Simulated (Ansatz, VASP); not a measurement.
Given: the input of a run of Ansatz 0.2.0 on MnS.

input.yaml

```yaml
crystal:
  lattice:
    - [0.0, 2.6045, 2.6045]
    - [2.6045, 0.0, 2.6045]
    - [2.6045, 2.6045, 0.0]
  atoms:
    - { symbol: Mn, position: [0.0, 0.0, 0.0], spin: 4.0 }
    - { symbol: S, position: [0.5, 0.5, 0.5] }
kpoints:
  mp_grid: { grid: [9, 9, 9] }
scf:
  occupations: { method: fermi_dirac, width: 0.05 }
hamiltonian:
  xc: pbesol
  pseudopotentials: { kind: all_electron, lapw: { basis_error: 0.001 } }
magnetization:
  spin_polarized: true
output:
  forces: true
  stress: true
relax:
  f_tol: 0.02
  max_steps: 60
  cell: {}
```

Potentials or basis: all-electron LAPW, scalar-relativistic.

Run with:

```console
$ ansatz run input.yaml --threads 2 --pin off --max-ram 6144MiB --backend cpu --events-out ev --progress --plain --runs-dir out
```

Translate it to VASP 6.6.1. Potentials there: VASP PAW PBE potentials, release 64 (Mn_pv, S).

As run (the cutoff follows the program's own potentials):

Contents of INCAR:

```
SYSTEM = MnS
ALGO     = Normal         ! electronic algorithm
EDIFF    = 1E-6           ! SCF threshold, eV
EDIFFG   = -0.02          ! ionic threshold
ENCUT    = 600            ! plane-wave cutoff, eV
GGA      = PS             ! functional
IBRION   = 2              ! ionic algorithm
ISIF     = 3              ! what is computed and relaxed
ISMEAR   = -1             ! smearing method
ISPIN    = 2              ! spin polarisation
LASPH    = .TRUE.         ! aspherical terms in the spheres
LCHARG   = .FALSE.        ! write CHGCAR
LMAXMIX  = 4              ! l up to which the mixer works
LORBIT   = 11             ! projections on sites
LREAL    = .FALSE.        ! projectors in reciprocal space
LWAVE    = .FALSE.        ! write WAVECAR
MAGMOM   = 4 0            ! initial moments
NELM     = 150            ! most SCF steps
NSW      = 80             ! ionic steps
PREC     = Accurate       ! precision mode
SIGMA    = 0.05           ! smearing width, eV
```

File KPOINTS:

```
k-points
0
G
  9 9 9
  0 0 0
```

File POSCAR:

```
MnS
1.0
    0.0000000000      2.6045000000      2.6045000000
    2.6045000000      0.0000000000      2.6045000000
    2.6045000000      2.6045000000      0.0000000000
Mn S
1 1
Direct
    0.0000000000      0.0000000000      0.0000000000
    0.5000000000      0.5000000000      0.5000000000
```

Potentials or basis: VASP PAW PBE potentials, release 64 (Mn_pv, S).

The run is started by

```sh
$ cat potpaw_PBE.64/Mn_pv/POTCAR potpaw_PBE.64/S/POTCAR > POTCAR
$ mpirun -np 1 vasp_std > vasp.out
```

Both were run:

|  | VASP | Ansatz | Ansatz less VASP |
| --- | --- | --- | --- |
| net moment per atom (μB) | 2.00 | 1.99 | -0.007 |
| size of the moment on the site where the two differ most (μB) | 3.71 | 3.78 | +0.068 |
| relaxed volume (Å³/atom) | 14.92 | 14.85 | -0.065 |
| relaxed length of the cell vector where the two differ most in proportion (Å) | 3.481 | 3.476 | -0.0051 |

VASP's potentials were made for PBE, not for PBEsol. Site moments also hang on the region over which each program counts them. Ansatz ran all-electron here, and VASP with PAW potentials.

Noted on VASP's run: the volume moved by over 15 % at a fixed basis, so the end points are rough. Noted on Ansatz's run: the volume moved by over 15 % at a fixed basis, so the end points are rough.
